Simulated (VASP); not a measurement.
Si5W3, 24 atoms in the cell. The cell holds a disordered packing, 24 atoms: a = 7.205 Å, b = 7.492 Å, c = 7.497 Å, α = 87.52°, β = 89.90°, γ = 91.28°. 

| Property | Result |
| --- | --- |
| Program | VASP 6.6.1 |
| Task | single point |
| Functional | PBE |
| Potentials or basis | VASP PAW PBE potentials, release 64 (Si, W_sv) |
| Cutoff | 520 eV |
| k mesh | 1 × 1 × 1, shifted |
| Occupations | fermi-dirac, width 0.3051 eV |
| Spin | no spin polarisation |
| Dipole correction | no |
| Further INCAR settings | LREAL = Auto; ALGO = Normal; EDIFF = 1e-06; NBANDS = 111; ISYM = 0 |

Potentials or basis: VASP PAW PBE potentials, release 64 (Si, W_sv).

The run is started by

```sh
$ cat potpaw_PBE.64/Si/POTCAR potpaw_PBE.64/W_sv/POTCAR > POTCAR
$ mpirun -np 1 vasp_std > vasp.out
```

Hardware: 1 thread of Intel(R) Xeon(R) Platinum 8559C (Emerald Rapids), with other jobs on the host.

Q: How long does it take, and how much memory?

A: It took 86 s on 1 thread of Intel(R) Xeon(R) Platinum 8559C (Emerald Rapids) (shared host), peak memory 0.39 GiB. Counts: scf iterations 20, k points 1.
